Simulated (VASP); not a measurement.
# Cu (I4/mmm) in VASP: further runs

The runs below take Cu through relaxation of shape and atoms at fixed volume, with PBE.

Everything below comes from runs of VASP 6.6.1. Logs are shortened: lines on timing, memory, paths and dates and some standing lists are left out, and cuts for length are marked.

## 1. The cell of the first run

The structure is tetragonal, space group I4/mmm (No. 139). Conventional cell: a = 2.849 Å, b = 2.849 Å, c = 2.695 Å, α = 90.00°, β = 90.00°, γ = 90.00°. Cu (site symmetry 4/mmm) has 14 Cu at 2.42 to 2.85 Å within 3.2 Å.

## 2. Relaxation of shape and atoms at fixed volume, PBE (volume scaled by 0.91)

INCAR

```
PREC = Accurate
ENCUT = 600
EDIFF = 1E-6
ISMEAR = 0
SIGMA = 0.1
LREAL = False
LASPH = True
NELM = 80
ALGO = Fast
ISIF = 4
LWAVE = False
LCHARG = False
GGA = PE
IBRION = 2
NSW = 50
EDIFFG = -0.01
```

KPOINTS

```
regular mesh
0
Gamma
  20 20 20
```

POSCAR

```
Cu
1.0
   -1.4242640439      1.4242640439      1.3473987869
    1.4242640439     -1.4242640439      1.3473987869
    1.4242640439      1.4242640439     -1.3473987869
Cu
1
Direct
    0.0000000000      0.0000000000      0.0000000000
```

Potentials or basis: VASP PAW PBE potentials, release 64 (Cu).

Command:

```console
$ cat potpaw_PBE.64/Cu/POTCAR > POTCAR
$ mpirun -np 1 vasp_std > vasp.out
```

OUTCAR:

```text
PREC = Accurate
   ENCUT = 600
   EDIFF = 1E-6
   ISMEAR = 0
   LREAL = False
   LASPH = True
   NELM = 80
   ISIF = 4
   GGA = PE
   IBRION = 2
   NSW = 50
   EDIFFG = -0.01

 ion  position               nearest neighbor table
   1  0.000  0.000  0.000-

  LATTYP: Found a body centered tetragonal cell.
 ALAT       =     2.8485280878
 C/A-ratio  =     0.9460315962

  Lattice vectors:

 A1 = (  -1.4242640439,   1.4242640439,   1.3473987869)
 A2 = (   1.4242640439,  -1.4242640439,   1.3473987869)
 A3 = (   1.4242640439,   1.4242640439,  -1.3473987869)

Analysis of symmetry for initial positions (statically):
=====================================================================
 Subroutine PRICEL returns:
 Original cell was already a primitive cell.

 Routine SETGRP: Setting up the symmetry group for a
 body centered tetragonal supercell.

 Subroutine GETGRP returns: Found 16 space group operations
 (whereof 16 operations were pure point group operations)
 out of a pool of 16 trial point group operations.

The static configuration has the point symmetry D_4h.

Analysis of symmetry for dynamics (positions and initial velocities):
=====================================================================
 Subroutine PRICEL returns:
 Original cell was already a primitive cell.

 Routine SETGRP: Setting up the symmetry group for a
 body centered tetragonal supercell.

 Subroutine GETGRP returns: Found 16 space group operations
 (whereof 16 operations were pure point group operations)
 out of a pool of 16 trial point group operations.

The dynamic configuration has the point symmetry D_4h.

 Subroutine INISYM returns: Found 16 space group operations
 (whereof 16 operations are pure point group operations),
 and found     1 'primitive' translations

----------------------------------------------------------------------------------------

                                     Primitive cell

  volume of cell :      10.9329

  direct lattice vectors                    reciprocal lattice vectors
    -1.424264044  1.424264044  1.347398787     0.000000000  0.351058501  0.371085387
     1.424264044 -1.424264044  1.347398787     0.351058501  0.000000000  0.371085387
     1.424264044  1.424264044 -1.347398787     0.351058501  0.351058501  0.000000000

[... 83 lines left out ...]
   EDIFFG = -.1E-01   stopping-criterion for IOM
   NSW    =     50    number of steps for IOM
   IBRION =      2    ionic relax: 0-MD 1-quasi-New 2-CG
   NFREE  =      1    steps in history (QN), initial steepest desc. (CG)
   ISIF   =      4    stress and relaxation
   ISYM   =      2    0-nonsym 1-usesym 2-fastsym
   POTIM  = 0.5000    time-step for ionic-motion
   TEBEG  =    0.0;   TEEND  =   0.0 temperature during run
   PSTRESS=    0.0 pullay stress
   NELECT =      11.0000    total number of electrons
   NUPDOWN=      -1.0000    fix difference up-down
   EMIN   =  10.00;   EMAX   =-10.00  energy-range for DOS
   EFERMI =   0.00;   METHOD = LEGACY
   ISMEAR =     0;   SIGMA  =   0.10  broadening in eV -4-tet -1-fermi 0-gaus
   EFERMI_NEDOS =   21; number of points for ismear=-14 and -15
   IALGO  =     68    algorithm
   IMIX   =      4    mixing-type and parameters
     AMIX     =   0.40;   BMIX     =  1.00
     AMIX_MAG =   1.60;   BMIX_MAG =  1.00
  volume/ion in A,a.u.               =      10.93        73.78
  Fermi-wavevector in a.u.,A,eV,Ry     =   1.640439  3.099980 36.613810  2.691039
  Thomas-Fermi vector in A             =   2.731077
   LORBIT       =      0    0 simple, 1 ext, 2 COOP (PROOUT), +10 PAW based schemes
   GGA     = PE    functional components
   LHFCALC =     F    Hartree Fock is set to
   AEXX    =    0.0000 exact exchange contribution
   IVDW    =     0    specifies the selected vdW correction
   LEPSILON=     F    determine dielectric tensor
   LRPA    =     F    only Hartree local field effects (RPA)
 conjugate gradient relaxation of ions
 non-spin polarized calculation
 RMM-DIIS sequential band-by-band and
 Gauss-broadening in eV      SIGMA  =   0.10
  energy-cutoff  :      600.00
  volume of cell :       10.93
 maximum number of plane-waves:       376
   NGX =  9   NGY =  9   NGZ =  9

 number of electron      11.0000002 magnetization

 Free energy of the ion-electron system (eV)
  ---------------------------------------------------
  ext. energy  EPLUGINS =         0.00000000
  ---------------------------------------------------
  free energy    TOTEN  =        -3.63700466 eV

  energy without entropy =       -3.63486835  energy(sigma->0) =       -3.63593651

 E-fermi :   8.6014     XC(G=0): -13.1821

 val. band max:        8.5856131322   @ k =  -0.2500   0.4000   0.2000
 cond. band min:       8.6035400107   @ k =   0.4000   0.1000   0.0000
 fundamental gap:      0.0179268785
 Fermi energy:         8.6014107693

 k-point     1 :       0.0000    0.0000    0.0000
  band No.  band energies     occupation
      1      -1.3673      2.00000
      2       5.0658      2.00000
      3       5.3120      2.00000
      4       5.3120      2.00000
      5       6.2046      2.00000
      6       6.4672      2.00000
      7      33.8141      0.00000
      8      33.8150      0.00000
      9      35.9812      0.00000
[... 265 lines left out ...]
 k-point    24 :      -0.3500    0.0500   -0.0000
  band No.  band energies     occupation
      1       2.2756      2.00000
      2       4.5617      2.00000
      3       5.3307      2.00000
      4       6.2916      2.00000
      5       6.4326      2.00000
      6       6.6798      2.00000
      7      19.5215      0.00000
      8      26.7051      0.00000
      9      28.2744      0.00000

 [... further k-points ...]

------------------------ aborting loop because EDIFF is reached ----------------------------------------

  FORCE on cell =-STRESS in cart. coord.  units (eV):
  Direction    XX          YY          ZZ          XY          YZ          ZX
  --------------------------------------------------------------------------------------
  -------------------------------------------------------------------------------------
  Total        1.1916390      1.1916390      1.1985140      0.0000000      0.0000000      0.0000000
  in kB      174.6297075    174.6297075    175.6372042      0.0000000      0.0000000      0.0000000
  external PRESSURE =     174.9655398 kB  Pullay stress =       0.0000000 kB

 VOLUME and BASIS-vectors are now :
 -----------------------------------------------------------------------------
  energy-cutoff  :      600.00
  volume of cell :       10.93
      direct lattice vectors                 reciprocal lattice vectors
    -1.424264044  1.424264044  1.347398787     0.000000000  0.351058501  0.371085387
     1.424264044 -1.424264044  1.347398787     0.351058501  0.000000000  0.371085387
     1.424264044  1.424264044 -1.347398787     0.351058501  0.351058501  0.000000000

 POSITION                                       TOTAL-FORCE (eV/Angst)
 -----------------------------------------------------------------------------------
      0.00000      0.00000      0.00000        -0.000000      0.000000      0.000000
 -----------------------------------------------------------------------------------
    total drift:                                0.000000      0.000000      0.000000

  FREE ENERGIE OF THE ION-ELECTRON SYSTEM (eV)
  ---------------------------------------------------
  free  energy   TOTEN  =        -3.6370046631 eV

  energy  without entropy=       -3.6348683485  energy(sigma->0) =       -3.63593651

 reached required accuracy - stopping structural energy minimisation
```

Wall time 30 s (1 thread of Intel Xeon 6975P-C (Granite Rapids), shared host); peak memory 0.19 GiB.

What came out:

| Property | Result |
| --- | --- |
| Free energy | -3.6370 eV |
| Pressure after relaxing | 17.5 GPa |

Final structure:
```cif
data_structure
_symmetry_space_group_name_H-M 'P 1'
_symmetry_Int_Tables_number 1
_cell_length_a 2.4233
_cell_length_b 2.4233
_cell_length_c 2.4233
_cell_angle_alpha 108.008
_cell_angle_beta 108.008
_cell_angle_gamma 112.439
_cell_volume 10.93
loop_
_atom_site_label
_atom_site_type_symbol
_atom_site_fract_x
_atom_site_fract_y
_atom_site_fract_z
_atom_site_occupancy
Cu1 Cu 0.00000 0.00000 0.00000 1
```

Levels at points of the mesh, in eV from the Fermi level:
```tsv
k point	band 4	band 5	band 6	band 7	band 8	band 9
(0.00, 0.00, 0.00)	-3.29	-2.40	-2.13	25.21	25.21	27.38
(0.50, 0.00, 0.00)	-2.02	-1.42	-0.64	4.99	17.66	17.99
(0.50, 0.50, 0.00)	-2.19	-1.45	-1.10	4.36	19.14	19.73
(0.50, 0.50, 0.50)	-1.64	-1.57	7.82	7.82	10.06	13.61
```

Caveat: the relaxation stopped at its first step, so nothing moved.

## 3. Relaxation of shape and atoms at fixed volume, PBE (volume scaled by 0.94)

INCAR

```
SYSTEM = Cu
PREC = Accurate ; ENCUT = 600
EDIFF = 1E-7 ; ISMEAR = 0
SIGMA = 0.1 ; LREAL = .FALSE.
LASPH = .TRUE. ; NELM = 100
ALGO = Fast ; ISIF = 4
LWAVE = .FALSE. ; LCHARG = .FALSE.
GGA = PE ; IBRION = 2
NSW = 50 ; EDIFFG = -0.01
```

KPOINTS

```
regular mesh
0
G
  20 20 20
  0 0 0
```

POSCAR

```
Cu
1.0
   -1.4454089291      1.4454089291      1.3513945643
    1.4454089291     -1.4454089291      1.3513945643
    1.4454089291      1.4454089291     -1.3513945643
Cu
1
Direct
    0.0000000000      0.0000000000      0.0000000000
```

Potentials or basis: VASP PAW PBE potentials, release 64 (Cu).

Command:

```console
$ cat potpaw_PBE.64/Cu/POTCAR > POTCAR
$ mpirun -np 1 vasp_std > vasp.out
```

It took 62 s on 1 thread of Intel Xeon 6975P-C (Granite Rapids), shared host; peak memory 0.21 GiB.

Results (log left out):

| Item | Value |
| --- | --- |
| Free energy | -3.6680 eV |
| Energy gained by relaxing | 0.0 meV/atom |
| Ionic steps | 3 |
| Pressure after relaxing | 10.6 GPa |

Stress tensor (GPa, compression positive):
```
10.51  0.00  0.00
 0.00 10.51  0.00
 0.00  0.00 10.70
```

Final structure:
```
CELL_PARAMETERS angstrom
-1.44346 1.44346 1.35505
1.44346 -1.44346 1.35505
1.44346 1.44346 -1.35505
ATOMIC_POSITIONS crystal
Cu 0.00000 0.00000 0.00000
```

Levels at points of the mesh, in eV from the Fermi level:
```csv
k point,band 3,band 4,band 5,band 6,band 7,band 8,band 9
"(0.00, 0.00, 0.00)",-3.16,-3.16,-2.34,-2.06,24.79,24.79,26.60
"(0.50, 0.00, 0.00)",-2.22,-1.94,-1.40,-0.53,4.84,17.34,17.52
"(0.50, 0.50, 0.00)",-2.42,-2.14,-1.43,-1.03,4.13,19.02,19.45
"(0.50, 0.50, 0.50)",-1.60,-1.60,-1.53,7.60,7.60,10.10,13.29
```
